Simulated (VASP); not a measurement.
A run of VASP 6.6.1 is set up as follows.

File INCAR:

```
  ALGO = Normal
  EDIFF = 1E-7
  EDIFFG = -0.04
  ENCUT = 600
  GGA = PS
  IBRION = 2
  ISIF = 3
  ISMEAR = 0
  LASPH = True
  LCHARG = False
  LREAL = False
  LWAVE = False
  NELM = 60
  NSW = 90
  PREC = Accurate
  SIGMA = 0.1
```

KPOINTS

```
k-points
0
Gamma
  4 4 4
```

File POSCAR:

```
Te
1.0
    2.0255215920     -6.4253706090      0.0000000000
    2.0255215920      6.4253706090      0.0000000000
    0.0000000000      0.0000000000      5.3605949081
Te
4
Direct
    0.0980000000      0.9020000000      0.9100000000
    0.5980000000      0.4020000000      0.5900000000
    0.9020000000      0.0980000000      0.0900000000
    0.4020000000      0.5980000000      0.4100000000
```

Potentials or basis: VASP PAW PBE potentials, release 64 (Te).

Command:

```sh
$ cat potpaw_PBE.64/Te/POTCAR > POTCAR
$ mpirun -np 1 vasp_std > vasp.out
```

(1) Estimate the relaxed volume.

(2) What does it give for the space group after relaxing (to 0.1 Å)?

(3) Predict the relaxed cell.

## Answers

(1) 29.78 Å³/atom.

(2) Fmmm (No. 69).

(3) a = 6.423 Å, b = 6.423 Å, c = 4.521 Å, α = 90.00°, β = 90.00°, γ = 140.31°.

Caveat: the k points lie up to 0.38 Å⁻¹ apart in the final cell; a cell axis changed by over 15 % at a fixed basis, so the end point is rough; the PAW data sets were made with another functional, which shifts forces and pressure a little.
